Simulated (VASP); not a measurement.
Here is a VASP 6.6.1 calculation.

Contents of INCAR:

```
SYSTEM = BeGaN
PREC = Accurate
ENCUT = 520
EDIFF = 1E-7
ISMEAR = 0
SIGMA = 0.1
LREAL = .FALSE.
LASPH = .TRUE.
NELM = 150
ALGO = Normal
ISIF = 2
LWAVE = .FALSE.
LCHARG = .FALSE.
ISPIN = 2
MAGMOM = 0 0 0 0 1 1
LORBIT = 11
GGA = PE
NBANDS = 33
```

File KPOINTS:

```
Automatic mesh
0
G
  6 6 4
  0 0 0
```

Contents of POSCAR:

```
BeGaN
1.0
    3.4937220052      0.0000000000      0.0000000000
    0.0000000000      3.4937220052      0.0000000000
    0.0000000000      0.0000000000      6.5654248458
Be Ga N
2 2 2
Direct
    0.5000000000      0.0000000000      0.0132083616
    0.0000000000      0.5000000000      0.9867916384
    0.0000000000      0.5000000000      0.3475947615
    0.5000000000      0.0000000000      0.6524052385
    0.0000000000      0.0000000000      0.5000000000
    0.5000000000      0.5000000000      0.5000000000
```

Potentials or basis: VASP PAW PBE potentials, release 64 (Be, Ga_d, N).

Launch:

```console
$ cat potpaw_PBE.64/Be/POTCAR potpaw_PBE.64/Ga_d/POTCAR potpaw_PBE.64/N/POTCAR > POTCAR
$ mpirun -np 1 vasp_std > vasp.out
```

(1) What does it give for the net moment?

(2) Estimate the band gap on the k mesh.

(3) Estimate the pressure.

Answers

(1) 0.00 μB per cell.

(2) zero (filled and empty bands overlap).

(3) 0.1 GPa.
